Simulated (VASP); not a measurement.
# Sn2SeS3 (I4/mmm) in VASP: notebook, part 2 of 2

VASP 6.6.1. The steps go on from the part before.

### Step 3. Single point, PBE

This run uses another cell than the first one, of 27.01 Å³/atom, 1.031 times its volume.

The input, INCAR:

```
SYSTEM = Sn2SeS3
PREC     = Accurate       ! precision mode
ENCUT    = 520            ! plane-wave cutoff, eV
EDIFF    = 1E-6           ! SCF threshold, eV
ISMEAR   = 0              ! smearing method
SIGMA    = 0.1            ! smearing width, eV
LREAL    = .False.        ! projectors in reciprocal space
LASPH    = .True.         ! aspherical terms in the spheres
NELM     = 100            ! most SCF steps
ALGO     = Normal         ! electronic algorithm
ISIF     = 2              ! what is computed and relaxed
LWAVE    = .False.        ! write WAVECAR
LCHARG   = .False.        ! write CHGCAR
GGA      = PE             ! functional
NBANDS   = 35             ! bands
```

The input, KPOINTS:

```
regular mesh
0
Gamma
  10 10 10
  0 0 0
```

The input, POSCAR:

```
Sn2SeS3
1.0
   -2.8878770523      2.8878770523      4.8577772363
    2.8878770523     -2.8878770523      4.8577772363
    2.8878770523      2.8878770523     -4.8577772363
Sn Se S
2 1 3
Direct
    0.5000000000      0.0000000000      0.5000000000
    0.0000000000      0.5000000000      0.5000000000
    0.5000000000      0.5000000000      0.0000000000
    0.7576089718      0.7576089718      0.0000000000
    0.2423910282      0.2423910282      0.0000000000
    0.0000000000      0.0000000000      0.0000000000
```

Potentials or basis: VASP PAW PBE potentials, release 64 (Sn_d, Se, S).

Command:

```
$ cat potpaw_PBE.64/Sn_d/POTCAR potpaw_PBE.64/Se/POTCAR potpaw_PBE.64/S/POTCAR > POTCAR
$ mpirun -np 1 vasp_std > vasp.out
```

OUTCAR:

```text
SYSTEM = Sn2SeS3
   PREC = Accurate
   ENCUT = 520
   EDIFF = 1E-6
   ISMEAR = 0
   LREAL = .False.
   LASPH = .True.
   NELM = 100
   ISIF = 2
   GGA = PE

 ion  position               nearest neighbor table
   1  0.500  0.000  0.500-   3 2.89   6 2.89   3 2.89   6 2.89
   2  0.000  0.500  0.500-   3 2.89   6 2.89   6 2.89   3 2.89
   3  0.500  0.500  0.000-   4 2.50   5 2.50   1 2.89   2 2.89   1 2.89   2 2.89
   4  0.758  0.758  0.000-   6 2.35   3 2.50
   5  0.242  0.242  0.000-   6 2.35   3 2.50
   6  0.000  0.000  0.000-   4 2.35   5 2.35   1 2.89   2 2.89   2 2.89   1 2.89

  LATTYP: Found a body centered tetragonal cell.
 ALAT       =     5.7757541046
 C/A-ratio  =     1.6821274411

  Lattice vectors:

 A1 = (  -2.8878770523,   2.8878770523,   4.8577772363)
 A2 = (   2.8878770523,  -2.8878770523,   4.8577772363)
 A3 = (   2.8878770523,   2.8878770523,  -4.8577772363)

Analysis of symmetry for initial positions (statically):
=====================================================================
 Subroutine PRICEL returns:
 Original cell was already a primitive cell.

 Routine SETGRP: Setting up the symmetry group for a
 body centered tetragonal supercell.

 Subroutine GETGRP returns: Found 16 space group operations
 (whereof 16 operations were pure point group operations)
 out of a pool of 16 trial point group operations.

The static configuration has the point symmetry D_4h.

Analysis of symmetry for dynamics (positions and initial velocities):
=====================================================================
 Subroutine PRICEL returns:
 Original cell was already a primitive cell.

 Routine SETGRP: Setting up the symmetry group for a
 body centered tetragonal supercell.

 Subroutine GETGRP returns: Found 16 space group operations
 (whereof 16 operations were pure point group operations)
 out of a pool of 16 trial point group operations.

[... 122 lines left out ...]
   EFERMI =   0.00;   METHOD = LEGACY
   ISMEAR =     0;   SIGMA  =   0.10  broadening in eV -4-tet -1-fermi 0-gaus
   EFERMI_NEDOS =   21; number of points for ismear=-14 and -15
   IALGO  =     38    algorithm
   IMIX   =      4    mixing-type and parameters
     AMIX     =   0.40;   BMIX     =  1.00
     AMIX_MAG =   1.60;   BMIX_MAG =  1.00
  volume/ion in A,a.u.               =      27.01       182.26
  Fermi-wavevector in a.u.,A,eV,Ry     =   1.120790  2.117986 17.091236  1.256170
  Thomas-Fermi vector in A             =   2.257439
   LORBIT       =      0    0 simple, 1 ext, 2 COOP (PROOUT), +10 PAW based schemes
   GGA     = PE    functional components
   LHFCALC =     F    Hartree Fock is set to
   AEXX    =    0.0000 exact exchange contribution
   IVDW    =     0    specifies the selected vdW correction
   LEPSILON=     F    determine dielectric tensor
   LRPA    =     F    only Hartree local field effects (RPA)
 non-spin polarized calculation
 Gauss-broadening in eV      SIGMA  =   0.10
  energy-cutoff  :      520.00
  volume of cell :      162.05
 maximum number of plane-waves:      4396
   NGX = 23   NGY = 23   NGZ = 23

 number of electron      52.0000006 magnetization

 Free energy of the ion-electron system (eV)
  ---------------------------------------------------
  ext. energy  EPLUGINS =         0.00000000
  ---------------------------------------------------
  free energy    TOTEN  =       -22.25278249 eV

  energy without entropy =      -22.23399794  energy(sigma->0) =      -22.24339022

 E-fermi :   4.3460     XC(G=0):  -9.0620

 val. band max:        4.3422611302   @ k =   0.3000   0.3000   0.2000
 cond. band min:       4.3496743791   @ k =   0.5000   0.2000   0.1000
 fundamental gap:      0.0074132489
 Fermi energy:         4.3459942005

 k-point     1 :       0.0000    0.0000    0.0000
  band No.  band energies     occupation
      1     -17.7065      2.00000
      2     -17.6838      2.00000
      3     -17.6670      2.00000
      4     -17.6670      2.00000
      5     -17.6592      2.00000
      6     -17.6592      2.00000
[... 901 lines left out ...]
     34       9.0737      0.00000
     35      10.7384      0.00000

 [... further k-points ...]
[... 5 lines left out ...]
  --------------------------------------------------------------------------------------
  -------------------------------------------------------------------------------------
  Total       -0.0205581     -0.0205581     -0.1450633      0.0000000     -0.0000000      0.0000000
  in kB       -0.2032540     -0.2032540     -1.4342109      0.0000000     -0.0000000      0.0000000
  external PRESSURE =      -0.6135730 kB  Pullay stress =       0.0000000 kB

 VOLUME and BASIS-vectors are now :
 -----------------------------------------------------------------------------
  energy-cutoff  :      520.00
  volume of cell :      162.05
      direct lattice vectors                 reciprocal lattice vectors
    -2.887877052  2.887877052  4.857777236     0.000000000  0.173137565  0.102927733
     2.887877052 -2.887877052  4.857777236     0.173137565  0.000000000  0.102927733
     2.887877052  2.887877052 -4.857777236     0.173137565  0.173137565  0.000000000

 POSITION                                       TOTAL-FORCE (eV/Angst)
 -----------------------------------------------------------------------------------
      0.00000      2.88788      0.00000         0.000000      0.000000      0.000000
      2.88788      0.00000      0.00000         0.000000      0.000000      0.000000
      0.00000      0.00000      4.85778         0.000000      0.000000      0.000000
      0.00000      0.00000      7.36059         0.000000      0.000000      0.013504
      0.00000      0.00000      2.35496        -0.000000     -0.000000     -0.013504
      0.00000      0.00000      0.00000         0.000000      0.000000      0.000000
 -----------------------------------------------------------------------------------
    total drift:                               -0.000000     -0.000000      0.000000

  FREE ENERGIE OF THE ION-ELECTRON SYSTEM (eV)
  ---------------------------------------------------
  free  energy   TOTEN  =       -22.2527824888 eV

  energy  without entropy=      -22.2339979441  energy(sigma->0) =      -22.24339022
```

OSZICAR:

```text
N       E                     dE             d eps       ncg     rms          rms(c)
DAV:   1     0.495542491875E+03    0.49554E+03   -0.23488E+04  7346   0.170E+03
DAV:   2     0.580673279930E+02   -0.43748E+03   -0.42142E+03  7236   0.457E+02
DAV:   3    -0.186571363370E+02   -0.76724E+02   -0.73575E+02  8899   0.163E+02
DAV:   4    -0.234612213660E+02   -0.48041E+01   -0.47284E+01  8393   0.421E+01
DAV:   5    -0.236073216659E+02   -0.14610E+00   -0.14567E+00 10058   0.786E+00    0.130E+01
DAV:   6    -0.222941831529E+02    0.13131E+01   -0.29020E+00  8717   0.841E+00    0.742E+00
DAV:   7    -0.222538527895E+02    0.40330E-01   -0.58964E-01  9099   0.318E+00    0.424E+00
DAV:   8    -0.222536769814E+02    0.17581E-03   -0.11154E-01  8531   0.179E+00    0.513E-01
DAV:   9    -0.222519656781E+02    0.17113E-02   -0.87350E-03  8638   0.563E-01    0.220E-01
DAV:  10    -0.222526151475E+02   -0.64947E-03   -0.34001E-03  8228   0.265E-01    0.101E-01
DAV:  11    -0.222527178346E+02   -0.10269E-03   -0.26913E-04  9489   0.997E-02    0.481E-02
DAV:  12    -0.222527775776E+02   -0.59743E-04   -0.13123E-04  7705   0.611E-02    0.119E-02
DAV:  13    -0.222527821323E+02   -0.45547E-05   -0.16662E-05  7994   0.240E-02    0.381E-03
DAV:  14    -0.222527824888E+02   -0.35652E-06   -0.14131E-06  5428   0.683E-03
   1 F= -.22252782E+02 E0= -.22243390E+02  d E =-.187845E-01
```

stdout:

```text
POSCAR found type information on POSCAR SnSeS
 POSCAR found :  3 types and       6 ions
 scaLAPACK will be used
 LDA part: xc-table for (Slater+PW92), standard interpolation
 POSCAR, INCAR and KPOINTS ok, starting setup
 FFT: planning ... GRIDC
 FFT: planning ... GRID_SOFT
 FFT: planning ... GRID
 WAVECAR not read
 entering main loop
```

It took 7.2 min on 1 thread of AMD EPYC 9R14 (Zen 4), shared host; peak memory 0.64 GiB.

What came out:

```yaml
Free_energy: -22.2528 eV
Pressure: -0.1 GPa
Largest_force: 0.014 eV/Å
Band_gap_on_the_k_mesh: zero (band 26 reaches 4.63 eV, above the bottom of band 27 at 3.60 eV)
```

Forces in eV/Å, atoms in the order of the input:
```
Sn   0.000  0.000  0.000
Sn   0.000  0.000  0.000
Se   0.000  0.000  0.000
S    0.000  0.000  0.014
S    0.000  0.000 -0.014
S    0.000  0.000  0.000
```

Levels at points of the mesh, in eV from the Fermi level:
```csv
k point,band 24,band 25,band 26,band 27,band 28,band 29
"(0.00, 0.00, 0.00)",-0.77,-0.56,0.08,0.08,0.32,1.82
"(0.50, 0.00, 0.00)",-1.18,-1.01,-0.98,1.53,1.59,1.60
"(0.50, 0.50, 0.00)",-0.81,-0.08,-0.01,0.35,0.40,0.71
"(0.50, 0.50, 0.50)",-1.08,-0.83,-0.83,-0.75,0.44,1.90
```

Caveat: spin-orbit coupling is left out, which moves the levels of the heavy elements.
